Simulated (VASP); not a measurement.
# CuO (P6_3/mmc) in VASP: further runs

The runs below take CuO through single point, relaxation of cell and atoms, with BLYP+D3(BJ), PBEsol, PBEsol+U.

Everything below comes from runs of VASP 6.6.1. Logs are shortened: lines on timing, memory, paths and dates and some standing lists are left out, and cuts for length are marked.

**1. The cell of the first run**

The structure is hexagonal, space group P6_3/mmc (No. 194). The conventional cell has a = 2.946 Å, b = 2.946 Å, c = 5.067 Å, α = 90.00°, β = 90.00°, γ = 120.00°. Cu (site symmetry -3m) has 6 O at 2.12 Å and 2 Cu at 2.53 Å within 2.8 Å. Within 2.8 Å of O (site symmetry -6m2) lie 6 Cu at 2.12 Å.

**2. Single point, BLYP+D3(BJ)**

Input file INCAR:

```
SYSTEM = CuO
  PREC = Accurate
  ENCUT = 520
  EDIFF = 1E-6
  ISMEAR = -1
  SIGMA = 0.05
  LREAL = .False.
  LASPH = .True.
  NELM = 100
  ALGO = Normal
  ISIF = 2
  LWAVE = .False.
  LCHARG = .False.
  GGA = B5
  ALDAX = 1.0
  AGGAX = 1.0
  AGGAC = 1.0
  ALDAC = 0.0
  IVDW = 12
  VDW_S6 = 1.0
  VDW_S8 = 2.6996
  VDW_A1 = 0.4298
  VDW_A2 = 4.2359
  NBANDS = 25
```

Input file KPOINTS:

```
regular mesh
0
Gamma
  10 10 6
  0 0 0
```

Input file POSCAR:

```
CuO
1.0
    2.9458628703      0.0000000000      0.0000000000
   -1.4729314352      2.5511920818      0.0000000000
    0.0000000000      0.0000000000      5.0670683556
Cu O
2 2
Direct
    0.0000000000      0.0000000000      0.0000000000
    0.0000000000      0.0000000000      0.5000000000
    0.3333333333      0.6666666667      0.2500000000
    0.6666666667      0.3333333333      0.7500000000
```

Potentials or basis: VASP PAW PBE potentials, release 64 (Cu, O).

The run is started by

```sh
$ cat potpaw_PBE.64/Cu/POTCAR potpaw_PBE.64/O/POTCAR > POTCAR
$ mpirun -np 1 vasp_std > vasp.out
```

OUTCAR:

```text
SYSTEM = CuO
   PREC = Accurate
   ENCUT = 520
   EDIFF = 1E-6
   ISMEAR = -1
   LREAL = .False.
   LASPH = .True.
   NELM = 100
   ISIF = 2
   GGA = B5
   IVDW = 12
 IVDW          = 12

 ion  position               nearest neighbor table
   1  0.000  0.000  0.000-   3 2.12   4 2.12   4 2.12   3 2.12   4 2.12   3 2.12   2 2.53   2 2.53

   2  0.000  0.000  0.500-   3 2.12   4 2.12   4 2.12   3 2.12   4 2.12   3 2.12   1 2.53   1 2.53

   3  0.333  0.667  0.250-   1 2.12   2 2.12   1 2.12   2 2.12   1 2.12   2 2.12
   4  0.667  0.333  0.750-   1 2.12   2 2.12   1 2.12   2 2.12   1 2.12   2 2.12

  LATTYP: Found a hexagonal cell.
 ALAT       =     2.9458628703
 C/A-ratio  =     1.7200625347

  Lattice vectors:

 A1 = (   2.9458628703,   0.0000000000,   0.0000000000)
 A2 = (  -1.4729314352,   2.5511920818,   0.0000000000)
 A3 = (   0.0000000000,   0.0000000000,   5.0670683556)

Analysis of symmetry for initial positions (statically):
=====================================================================
 Subroutine PRICEL returns:
 Original cell was already a primitive cell.

 Routine SETGRP: Setting up the symmetry group for a
 hexagonal supercell.

 Subroutine GETGRP returns: Found 24 space group operations
 (whereof 12 operations were pure point group operations)
 out of a pool of 24 trial point group operations.

The static configuration has the point symmetry D_3d.
 The point group associated with its full space group is D_6h.

Analysis of symmetry for dynamics (positions and initial velocities):
=====================================================================
 Subroutine PRICEL returns:
 Original cell was already a primitive cell.

 Routine SETGRP: Setting up the symmetry group for a
 hexagonal supercell.

 Subroutine GETGRP returns: Found 24 space group operations
 (whereof 12 operations were pure point group operations)
 out of a pool of 24 trial point group operations.

The dynamic configuration has the point symmetry D_3d.
 The point group associated with its full space group is D_6h.

 Subroutine INISYM returns: Found 24 space group operations
 (whereof 12 operations are pure point group operations),
 and found     1 'primitive' translations

----------------------------------------------------------------------------------------

                                     Primitive cell

  volume of cell :      38.0814

  direct lattice vectors                    reciprocal lattice vectors
[... 91 lines left out ...]
   EDIFF  = 0.1E-05   stopping-criterion for ELM
   LREAL  =      F    real-space projection
   EDIFFG = 0.1E-04   stopping-criterion for IOM
   NSW    =      0    number of steps for IOM
   IBRION =     -1    ionic relax: 0-MD 1-quasi-New 2-CG
   NFREE  =      0    steps in history (QN), initial steepest desc. (CG)
   ISIF   =      2    stress and relaxation
   ISYM   =      2    0-nonsym 1-usesym 2-fastsym
   POTIM  = 0.5000    time-step for ionic-motion
   TEBEG  =    0.0;   TEEND  =   0.0 temperature during run
   PSTRESS=    0.0 pullay stress
   NELECT =      34.0000    total number of electrons
   NUPDOWN=      -1.0000    fix difference up-down
   EMIN   =  10.00;   EMAX   =-10.00  energy-range for DOS
   EFERMI =   0.00;   METHOD = LEGACY
   ISMEAR =    -1;   SIGMA  =   0.05  broadening in eV -4-tet -1-fermi 0-gaus
   EFERMI_NEDOS =   21; number of points for ismear=-14 and -15
   IALGO  =     38    algorithm
   IMIX   =      4    mixing-type and parameters
     AMIX     =   0.40;   BMIX     =  1.00
     AMIX_MAG =   1.60;   BMIX_MAG =  1.00
  volume/ion in A,a.u.               =       9.52        64.25
  Fermi-wavevector in a.u.,A,eV,Ry     =   1.576390  2.978945 33.810549  2.485005
  Thomas-Fermi vector in A             =   2.677230
   LORBIT       =      0    0 simple, 1 ext, 2 COOP (PROOUT), +10 PAW based schemes
   GGA     = B5    functional components
   LHFCALC =     F    Hartree Fock is set to
   AEXX    =    0.0000 exact exchange contribution
   IVDW    =    12    specifies the selected vdW correction
   LEPSILON=     F    determine dielectric tensor
   LRPA    =     F    only Hartree local field effects (RPA)
 non-spin polarized calculation
  energy-cutoff  :      520.00
  volume of cell :       38.08
 maximum number of plane-waves:      1051
 NGX is ok and might be reduce to    24
   NGX = 11   NGY = 11   NGZ = 19

 number of electron      33.9999974 magnetization

 Free energy of the ion-electron system (eV)
  ---------------------------------------------------
  ext. energy  EPLUGINS =         0.00000000
  ---------------------------------------------------
  free energy    TOTEN  =       -17.13157656 eV

  energy without entropy =      -17.10085842  energy(sigma->0) =      -17.11621749

 E-fermi :   6.5139     XC(G=0): -11.8132

 val. band max:        6.5040056495   @ k =   0.4000   0.2000   0.0000
 cond. band min:       6.5199317743   @ k =   0.5000   0.0000   0.3333
 fundamental gap:      0.0159261249
 Fermi energy:         6.5139363899

 k-point     1 :       0.0000    0.0000    0.0000
  band No.  band energies     occupation
      1     -12.9223      2.00000
      2     -11.7801      2.00000
      3      -0.9817      2.00000
      4       1.6861      2.00000
      5       1.6861      2.00000
      6       3.0255      2.00000
[... 661 lines left out ...]
     24      18.8780      0.00000
     25      19.9537      0.00000

 [... further k-points ...]

------------------------ aborting loop because EDIFF is reached ----------------------------------------

 Edisp (eV)   -2.61495

 E8    (eV) :    -1.8113

  FORCE on cell =-STRESS in cart. coord.  units (eV):
  Direction    XX          YY          ZZ          XY          YZ          ZX
  --------------------------------------------------------------------------------------
  -------------------------------------------------------------------------------------
  Total       0.10079     0.10079     0.12987    -0.00000     0.00000     0.00000
  in kB       4.24040     4.24040     5.46405    -0.00000     0.00000     0.00000
  external pressure =        4.65 kB  Pullay stress =        0.00 kB

 VOLUME and BASIS-vectors are now :
 -----------------------------------------------------------------------------
  energy-cutoff  :      520.00
  volume of cell :       38.08
      direct lattice vectors                 reciprocal lattice vectors
     2.945862870  0.000000000  0.000000000     0.339459114  0.195986811  0.000000000
    -1.472931435  2.551192082  0.000000000     0.000000000  0.391973622  0.000000000
     0.000000000  0.000000000  5.067068356     0.000000000  0.000000000  0.197352775

 POSITION                                       TOTAL-FORCE (eV/Angst)
 -----------------------------------------------------------------------------------
      0.00000      0.00000      0.00000        -0.000000      0.000000     -0.000000
      0.00000      0.00000      2.53353         0.000000      0.000000     -0.000000
     -0.00000      1.70079      1.26677        -0.000000     -0.000000     -0.000000
      1.47293      0.85040      3.80030         0.000000     -0.000000      0.000000
 -----------------------------------------------------------------------------------
    total drift:                               -0.000000      0.000000     -0.000000

  FREE ENERGIE OF THE ION-ELECTRON SYSTEM (eV)
  ---------------------------------------------------
  free  energy   TOTEN  =       -19.7465268097 eV

  energy  without entropy=      -19.7158086681  energy(sigma->0) =      -19.73116774
```

stdout:

```text
POSCAR found type information on POSCAR CuO
 POSCAR found :  2 types and       4 ions
 scaLAPACK will be used
 -----------------------------------------------------------------------------
|                                                                             |
|                                                                             |
|     You enforced a specific xc type in the INCAR file but a different       |
|     I HOPE YOU KNOW WHAT YOU ARE DOING!                                     |
|                                                                             |
 -----------------------------------------------------------------------------

 LDA part: xc-table for (Slater(with rela. corr.)+VWN5), standard interpolation
 POSCAR, INCAR and KPOINTS ok, starting setup
 FFT: planning ... GRIDC
 FFT: planning ... GRID_SOFT
 FFT: planning ... GRID
 WAVECAR not read
 entering main loop
```

Run time: 1.7 min. Hardware: 1 thread of AMD EPYC 7R43 (Zen 3), shared host; peak memory 0.16 GiB.

Results:

```yaml
Free_energy: -19.7465 eV
Pressure: 0.5 GPa
Band_gap_on_the_k_mesh: zero (bands 17 and 18 overlap by 1.00 eV)
Dispersion_energy_per_atom: -0.654 eV
```

Stress tensor (GPa, compression positive):
```
0.42 0.00 0.00
0.00 0.42 0.00
0.00 0.00 0.55
```

Levels at points of the mesh, in eV from the Fermi level:
```csv
k point,band 15,band 16,band 17,band 18,band 19,band 20
"(0.00, 0.00, 0.00)",-1.85,-1.11,0.51,0.51,1.52,6.33
"(0.50, 0.00, 0.00)",-1.50,-1.40,0.34,0.53,6.71,7.87
"(0.00, 0.00, 0.50)",-0.31,-0.31,-0.31,-0.31,4.27,4.27
"(0.50, 0.00, 0.50)",-0.54,-0.54,-0.43,-0.43,6.11,6.11
```

Caveat: the PAW data sets were made with another functional, which shifts forces and pressure a little; semilocal functionals often make such compounds metallic where correlation or magnetic order opens a gap, which also shifts bond lengths.

**3. Single point, PBEsol**

This run uses another cell than the first one, of 9.70 Å³/atom.

Input file INCAR:

```
PREC = Accurate
ENCUT = 520
EDIFF = 1E-6
ISMEAR = -1
SIGMA = 0.05
LREAL = False
LASPH = True
NELM = 80
ALGO = Normal
ISIF = 2
LWAVE = False
LCHARG = True
GGA = PS
LELF = True
LVHAR = True
NBANDS = 25
```

Input file KPOINTS:

```
regular mesh
0
Gamma
  10 10 6
```

Input file POSCAR:

```
CuO
1.0
    3.1795331000      0.0000000000      0.0000000000
   -1.5897665500      2.7535564400      0.0000000000
    0.0000000000      0.0000000000      4.4314907300
Cu O
2 2
Direct
    0.0000000000      0.0000000000      0.0000000000
    0.0000000000      0.0000000000      0.5000000000
    0.3333333333      0.6666666667      0.2500000000
    0.6666666667      0.3333333333      0.7500000000
```

Potentials or basis: VASP PAW PBE potentials, release 64 (Cu, O).

The run is started by

```sh
$ cat potpaw_PBE.64/Cu/POTCAR potpaw_PBE.64/O/POTCAR > POTCAR
$ mpirun -np 1 vasp_std > vasp.out
```

OUTCAR:

```text
PREC = Accurate
   ENCUT = 520
   EDIFF = 1E-6
   ISMEAR = -1
   LREAL = False
   LASPH = True
   NELM = 80
   ISIF = 2
   GGA = PS

 ion  position               nearest neighbor table
   1  0.000  0.000  0.000-   3 2.14   4 2.14   4 2.14   3 2.14   4 2.14   3 2.14   2 2.22   2 2.22

   2  0.000  0.000  0.500-   3 2.14   4 2.14   4 2.14   3 2.14   4 2.14   3 2.14   1 2.22   1 2.22

   3  0.333  0.667  0.250-   1 2.14   2 2.14   1 2.14   2 2.14   1 2.14   2 2.14
[... 876 lines left out ...]
  Direction    XX          YY          ZZ          XY          YZ          ZX
  --------------------------------------------------------------------------------------
  -------------------------------------------------------------------------------------
  Total       -4.2642423     -4.2642423      6.8104010      0.0000000      0.0000000      0.0000000
  in kB     -176.0942898   -176.0942902    281.2393534      0.0000000      0.0000000      0.0000000
  external PRESSURE =     -23.6497422 kB  Pullay stress =       0.0000000 kB

 VOLUME and BASIS-vectors are now :
 -----------------------------------------------------------------------------
  energy-cutoff  :      520.00
  volume of cell :       38.80
      direct lattice vectors                 reciprocal lattice vectors
     3.179533100  0.000000000  0.000000000     0.314511587  0.181583349  0.000000000
    -1.589766550  2.753556440  0.000000000     0.000000000  0.363166698  0.000000000
     0.000000000  0.000000000  4.431490730     0.000000000  0.000000000  0.225657699

 POSITION                                       TOTAL-FORCE (eV/Angst)
 -----------------------------------------------------------------------------------
      0.00000      0.00000      0.00000        -0.000000      0.000000     -0.000000
      0.00000      0.00000      2.21575        -0.000000      0.000000     -0.000000
     -0.00000      1.83570      1.10787         0.000000      0.000000     -0.000000
      1.58977      0.91785      3.32362         0.000000     -0.000000      0.000000
 -----------------------------------------------------------------------------------
    total drift:                               -0.000000      0.000000      0.000000

  FREE ENERGIE OF THE ION-ELECTRON SYSTEM (eV)
  ---------------------------------------------------
  free  energy   TOTEN  =       -19.9855518337 eV

  energy  without entropy=      -19.9580088976  energy(sigma->0) =      -19.97178037
```

OSZICAR:

```text
N       E                     dE             d eps       ncg     rms          rms(c)
DAV:   1     0.275770760337E+03    0.27577E+03   -0.16627E+04  3097   0.218E+03
DAV:   2     0.751034141603E+01   -0.26826E+03   -0.24922E+03  2846   0.393E+02
DAV:   3    -0.242769906226E+02   -0.31787E+02   -0.29572E+02  3426   0.146E+02
DAV:   4    -0.254075336011E+02   -0.11305E+01   -0.11188E+01  3495   0.302E+01
DAV:   5    -0.254242745921E+02   -0.16741E-01   -0.16733E-01  3647   0.335E+00    0.161E+01
DAV:   6    -0.238923358404E+02    0.15319E+01   -0.33944E+01  3953   0.149E+02    0.141E+01
DAV:   7    -0.199503429454E+02    0.39420E+01   -0.97944E+00  3378   0.113E+02    0.241E+00
DAV:   8    -0.200471239277E+02   -0.96781E-01   -0.13014E+00  2941   0.819E+00    0.184E+00
DAV:   9    -0.199951675602E+02    0.51956E-01   -0.35735E-02  4751   0.605E+00    0.941E-01
DAV:  10    -0.199881993675E+02    0.69682E-02   -0.12219E-02  4156   0.137E+00    0.559E-01
DAV:  11    -0.199857590794E+02    0.24403E-02   -0.52165E-03  4187   0.701E-01    0.220E-01
DAV:  12    -0.199856286832E+02    0.13040E-03   -0.28321E-04  4611   0.331E-01    0.139E-01
DAV:  13    -0.199855500987E+02    0.78585E-04   -0.47606E-04  4116   0.294E-01    0.124E-02
DAV:  14    -0.199855528065E+02   -0.27078E-05   -0.47693E-05  4307   0.912E-02    0.897E-03
DAV:  15    -0.199855517765E+02    0.10300E-05   -0.93849E-07  1949   0.260E-02    0.246E-03
DAV:  16    -0.199855518337E+02   -0.57144E-07   -0.84468E-07  1626   0.878E-03
   1 F= -.19985552E+02 E0= -.19971780E+02  d E =-.275429E-01
```

Run time: 1.9 min. Hardware: 1 thread of AMD EPYC 7R43 (Zen 3), shared host; peak memory 0.14 GiB.

Results:

```
Free energy            : -19.9856 eV
Pressure               : -2.4 GPa
Band gap on the k mesh : zero (bands 17 and 18 overlap by 1.14 eV)
```

Levels at points of the mesh, in eV from the Fermi level:
```csv
k point,band 13,band 14,band 15,band 16,band 17,band 18,band 19,band 20,band 21,band 22
"(0.00, 0.00, 0.00)",-1.57,-1.45,-1.45,-0.12,0.60,0.60,1.35,4.92,11.33,12.10
"(0.50, 0.00, 0.00)",-1.83,-1.66,-1.47,-1.23,0.36,0.49,6.53,6.72,9.64,9.78
"(0.00, 0.00, 0.50)",-2.33,-2.33,-0.15,-0.15,-0.15,-0.15,4.12,4.12,13.74,13.74
"(0.50, 0.00, 0.50)",-1.87,-1.87,-0.55,-0.55,-0.55,-0.55,5.82,5.82,10.08,10.08
```

Caveat: the PAW data sets were made with another functional, which shifts forces and pressure a little; semilocal functionals often make such compounds metallic where correlation or magnetic order opens a gap, which also shifts bond lengths. With open d or f shells a metallic result of PBEsol can be an artefact of self-interaction; +U or a hybrid may open a gap.

**4. Single point, PBEsol+U**

This run uses another cell than the first one, of 9.70 Å³/atom.

Input file INCAR:

```
SYSTEM = CuO
PREC = Accurate
ENCUT = 520
EDIFF = 1E-6
ISMEAR = -1
SIGMA = 0.05
LREAL = .False.
LASPH = .True.
NELM = 150
ALGO = Normal
ISIF = 2
LWAVE = .False.
LCHARG = .False.
LMAXMIX = 4
LDAU = .True.
LDAUTYPE = 2
LDAUL = 2 -1
LDAUU = 5.3 0
LDAUJ = 0 0
LDAUPRINT = 1
GGA = PS
NBANDS = 25
```

Input file KPOINTS:

```
regular mesh
0
Gamma
  10 10 6
  0 0 0
```

POSCAR is that of step 3.

The run is started by

```sh
$ cat potpaw_PBE.64/Cu/POTCAR potpaw_PBE.64/O/POTCAR > POTCAR
$ mpirun -np 1 vasp_std > vasp.out
```

It took 94 s on 1 thread of AMD EPYC 7R43 (Zen 3), shared host; peak memory 0.14 GiB.

Results (log left out):

```
Free energy            : -16.4622 eV
Pressure               : -7.8 GPa
Band gap on the k mesh : zero (bands 17 and 18 overlap by 1.13 eV)
```

Stress tensor (GPa, compression positive):
```
-21.53   0.00   0.00
  0.00 -21.53   0.00
  0.00   0.00  19.59
```

Levels at points of the mesh, in eV from the Fermi level:
| k point | band 14 | band 15 | band 16 | band 17 | band 18 | band 19 | band 20 | band 21 |
| --- | --- | --- | --- | --- | --- | --- | --- | --- |
| (0.00, 0.00, 0.00) | -2.03 | -1.14 | -0.68 | 0.58 | 0.58 | 2.07 | 5.78 | 11.94 |
| (0.50, 0.00, 0.00) | -2.24 | -2.07 | -1.90 | 0.27 | 0.54 | 7.31 | 7.35 | 10.34 |
| (0.00, 0.00, 0.50) | -2.54 | -0.14 | -0.14 | -0.14 | -0.14 | 4.78 | 4.78 | 14.38 |
| (0.50, 0.00, 0.50) | -2.52 | -0.61 | -0.61 | -0.55 | -0.55 | 6.62 | 6.62 | 10.67 |

Eigenvalues of the final occupation matrices:
```tsv
site	spin	trace	eigenvalues
site 1 d	1	4.68	0.89 0.89 0.96 0.97 0.97
site 1 d	2	4.68	0.89 0.89 0.96 0.97 0.97
site 2 d	1	4.68	0.89 0.89 0.96 0.97 0.97
site 2 d	2	4.68	0.89 0.89 0.96 0.97 0.97
```

Caveat: the cell stands under tension; the PAW data sets were made with another functional, which shifts forces and pressure a little; U without spin polarisation on a metal has little footing.

(Continued in part 2 of 2.)
